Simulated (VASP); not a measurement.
Write the native input for VASP 6.6.1 that does the following.

```
Task                   : single point
Functional             : PBE
Potentials or basis    : VASP PAW PBE potentials, release 64 (Li_sv, H)
Cutoff                 : 520 eV
k mesh                 : 8 × 8 × 4
Occupations            : gaussian, width 0.1 eV
Spin                   : no spin polarisation
Dipole correction      : no
Further INCAR settings : ALGO = Normal; EDIFF = 1e-07; NBANDS = 10
```

The structure of Li2H lies in POSCAR:

```
Li2H
1.0
    1.3545700709     -2.7603954352      0.0000000000
    1.3545700709      2.7603954352      0.0000000000
    0.0000000000      0.0000000000      5.3056085058
Li H
2 1
Direct
    0.0000000000      0.0000000000      0.7622813398
    0.0000000000      0.0000000000      0.2377186602
    0.5000000000      0.5000000000      0.0000000000
```

These files were run (other wordings do the same):

INCAR

```
  ALGO = Normal
  EDIFF = 1E-7
  ENCUT = 520
  GGA = PE
  ISIF = 2
  ISMEAR = 0
  LASPH = T
  LCHARG = F
  LREAL = F
  LWAVE = F
  NBANDS = 10
  NELM = 80
  PREC = Accurate
  SIGMA = 0.1
```

KPOINTS

```
k-points
0
Gamma
  8 8 4
```

Potentials or basis: VASP PAW PBE potentials, release 64 (Li_sv, H).

Run with:

```sh
$ cat potpaw_PBE.64/Li_sv/POTCAR potpaw_PBE.64/H/POTCAR > POTCAR
$ mpirun -np 1 vasp_std > vasp.out
```

It gave:

The largest force is 0.020 eV/Å.

Run time: 9.5 s on 1 thread of Intel(R) Xeon(R) Platinum 8559C (Emerald Rapids), with other jobs on the host, peak memory 0.16 GiB.
